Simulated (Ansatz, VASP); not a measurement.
# BaLiF3: VASP beside Ansatz

Contents of INCAR:

```
SYSTEM = BaLiF3
PREC = Accurate ; ENCUT = 520
EDIFF = 1E-6 ; ISMEAR = 0
SIGMA = 0.05 ; LREAL = .False.
LASPH = .True. ; NELM = 60
ALGO = Normal ; ISIF = 2
LWAVE = .False. ; LCHARG = .False.
GGA = CA ; NBANDS = 25
```

File KPOINTS:

```
Automatic mesh
0
Gamma
  6 6 6
  0 0 0
```

Contents of POSCAR:

```
BaLiF3
1.0
    4.1082390892      0.0000000000      0.0000000000
    0.0000000000      4.1082390892      0.0000000000
    0.0000000000      0.0000000000      4.0484103646
Ba Li F
1 1 3
Direct
    0.0000000000      0.0000000000      0.0000000000
    0.5000000000      0.5000000000      0.5000000000
    0.0000000000      0.5000000000      0.5000000000
    0.5000000000      0.5000000000      0.0000000000
    0.5000000000      0.0000000000      0.5000000000
```

Input for Ansatz:

```yaml
crystal:
  lattice:
    - [4.1082390892, 0.0, 0.0]
    - [0.0, 4.1082390892, 0.0]
    - [0.0, 0.0, 4.0484103646]
  atoms:
    - { symbol: Ba, position: [0.0, 0.0, 0.0] }
    - { symbol: Li, position: [0.5, 0.5, 0.5] }
    - { symbol: F, position: [0.0, 0.5, 0.5] }
    - { symbol: F, position: [0.5, 0.5, 0.0] }
    - { symbol: F, position: [0.5, 0.0, 0.5] }
basis:
  ecutwfc: 420
kpoints:
  mp_grid: { grid: [6, 6, 6] }
hamiltonian:
  xc: lda
scf:
  occupations: { method: gaussian, width: 0.05 }
output:
  forces: true
  stress: true
  eigenvalues: true
```

Change from the starting cell: strain +0.030 along x and y, +0.015 along z, atoms carried along.

Alike in both runs: task single point; functional LDA; k mesh 6 × 6 × 6; occupations gaussian, width 0.05 eV; no spin polarisation.

|  | VASP | Ansatz |
| --- | --- | --- |
| version | VASP 6.6.1 | Ansatz 0.2.0 |
| potentials or method | VASP PAW LDA potentials, release 64 (Ba_sv, Li_sv, F), cutoff 520 eV | scalar-relativistic, plane waves, PAW |
| valence electrons in the cell | 34 | 34 |

|  | VASP | Ansatz | Ansatz less VASP |
| --- | --- | --- | --- |
| gap on the k mesh at the Fermi level (eV) | 6.29 | 6.37 | +0.084 |
| least direct gap on the mesh (eV) | 6.29 | 6.37 | +0.084 |

LDA's correlation is that of Perdew and Zunger in VASP and of Perdew and Wang (1992) in Ansatz.

Spin-orbit coupling is off throughout. Noted on VASP's run: the cutoff is under 1.25 times that of the potentials, so the pressure is a little rough.
